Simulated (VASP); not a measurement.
BaS: single point with r2SCAN

Crystal: BaS.

```
CELL_PARAMETERS angstrom
0.00000 3.21180 3.21180
3.30815 0.00000 3.21180
3.30815 3.21180 0.00000
ATOMIC_POSITIONS crystal
Ba 0.00000 0.00000 0.00000
S 0.50000 0.50000 0.50000
```

This cell differs from its parent crystal: uniaxial x strain +3.0%.

| Quantity | Value |
| --- | --- |
| Program | VASP 6.6.1 |
| Task | single point |
| Functional | r2SCAN |
| Potentials or basis | VASP PAW PBE potentials, release 64 (Ba_sv, S) |
| Cutoff | 520 eV |
| k mesh | 8 × 8 × 8 |
| Occupations | gaussian, width 0.01 eV |
| Spin | no spin polarisation |
| Dipole correction | no |
| Further INCAR settings | ALGO = Normal; EDIFF = 1e-07; NBANDS = 15 |

```yaml
Pressure: -0.6 GPa
Band_gap_on_the_k_mesh: 2.50 eV, indirect (least direct gap 2.66 eV)
```

Stress tensor (GPa, compression positive):
```
-2.03  0.00  0.00
 0.00  0.09  0.00
 0.00  0.00  0.09
```

Levels at points of the mesh, in eV from the valence-band top:
```csv
k point,band 4,band 5,band 6,band 7,band 8,band 9,band 10,band 11,band 12,band 13
"(0.00, 0.00, 0.00)",-11.63,-10.76,-0.08,0.00,0.00,3.92,4.14,4.34,4.34,5.22
"(0.50, 0.00, 0.00)",-11.64,-9.62,-1.85,-1.04,-1.02,5.84,5.96,6.62,6.69,9.00
"(0.50, 0.50, 0.00)",-11.79,-10.67,-0.55,-0.25,-0.16,2.50,6.24,6.57,7.62,7.89
"(0.00, 0.50, 0.50)",-11.77,-10.66,-0.69,-0.15,-0.15,2.52,6.33,6.41,7.77,7.77
```

Run time: 3.4 min on 1 thread of Intel Xeon 6975P-C, with other jobs on the host, peak memory 0.25 GiB.

Caveat: the cell differs from its parent crystal (uniaxial x strain +3.0%); the PAW data sets were made with another functional, which shifts forces and pressure a little; spin-orbit coupling is left out, which moves the levels of the heavy elements. A k mesh can miss the band edges.
